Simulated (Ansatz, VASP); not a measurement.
**One calculation of Sb, two programs**

```
Sb
1.0
     2.16161    1.24801    3.67967
    -2.16161    1.24801    3.67967
     0.00000   -2.49601    3.67967
Sb
2
Direct
  0.23615 0.23615 0.23615
  0.76385 0.76385 0.76385
```

Alike in both runs: functional PBE; dispersion D3(BJ); k mesh 12 × 12 × 12; occupations gaussian, width 0.1 eV; no spin polarisation.

Ansatz relaxed the structure, and its values are those at the end. VASP's run is a single point on that final structure, the one shown.

|  | VASP | Ansatz |
| --- | --- | --- |
| version | VASP 6.6.1 | Ansatz 0.2.0 |
| potentials or method | VASP PAW PBE potentials, release 64 (Sb), cutoff 520 eV | scalar-relativistic, plane waves, PAW |
| valence electrons in the cell | 10 | 30 |

VASP gave:

```
gap on the k mesh at the Fermi level (eV) : none
pressure (GPa)                            : 0.1
rms of the force components (eV/Å)        : 0.025
```

Task: What did Ansatz give for the same quantities?

Result: gap on the k mesh at the Fermi level (eV): none; pressure (GPa): 0.0; rms of the force components (eV/Å): 0.003.

A gap of «none» marks a metal or a gap that the smearing closes. VASP's potentials hold 10 valence electrons a cell and Ansatz's 30, so a difference there can come from the potentials and not from the codes.

Spin-orbit coupling is off throughout.
